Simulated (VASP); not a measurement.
Write the native input for VASP 6.6.1 that does the following.

| Property | Result |
| --- | --- |
| Task | single point |
| Functional | LDA |
| Potentials or basis | VASP PAW LDA potentials, release 64 (Ba_sv, Zr_sv, O) |
| Cutoff | 520 eV |
| k mesh | 6 × 6 × 6 |
| Occupations | gaussian, width 0.05 eV |
| Spin | no spin polarisation |
| Dipole correction | no |
| Further INCAR settings | ALGO = Normal; EDIFF = 1e-06; NBANDS = 28 |

The structure of BaZrO3 lies in POSCAR:

```
BaZrO3
1.0
    3.8052893064      0.0000000000      0.0000000000
    0.0000000000      4.0333992921      0.0000000000
    0.0000000000      0.0000000000      4.1474542849
Ba Zr O
1 1 3
Direct
    0.5000000000      0.5000000000      0.5000000000
    0.0000000000      0.0000000000      0.0000000000
    0.5000000000      0.0000000000      0.0000000000
    0.0000000000      0.5000000000      0.0000000000
    0.0000000000      0.0000000000      0.5000000000
```

This cell differs from its parent crystal: normal strain along x -0.0825, normal strain along y -0.0275.

These files were run (other wordings do the same):

INCAR

```
ALGO = Normal
EDIFF = 1E-6
ENCUT = 520
ISIF = 2
ISMEAR = 0
LASPH = True
LCHARG = False
LREAL = False
LWAVE = False
NBANDS = 28
NELM = 80
PREC = Accurate
SIGMA = 0.05
```

KPOINTS

```
k-points
0
Gamma
  6 6 6
```

Potentials or basis: VASP PAW LDA potentials, release 64 (Ba_sv, Zr_sv, O).

Launch:

```console
$ cat potpaw_LDA.64/Ba_sv/POTCAR potpaw_LDA.64/Zr_sv/POTCAR potpaw_LDA.64/O/POTCAR > POTCAR
$ mpirun -np 1 vasp_std > vasp.out
```

It gave:

```yaml
Pressure: 30.3 GPa
Band_gap_on_the_k_mesh: 2.66 eV
```

Caveat: the cell differs from its parent crystal (normal strain along x -0.0825, normal strain along y -0.0275); the cell stands under pressure; spin-orbit coupling is left out, which moves the levels of the heavy elements.

Wall time 2.2 min on 1 thread of Intel(R) Xeon(R) Platinum 8375C CPU @ 2.90GHz (Ice Lake) (shared host), peak memory 0.23 GiB.
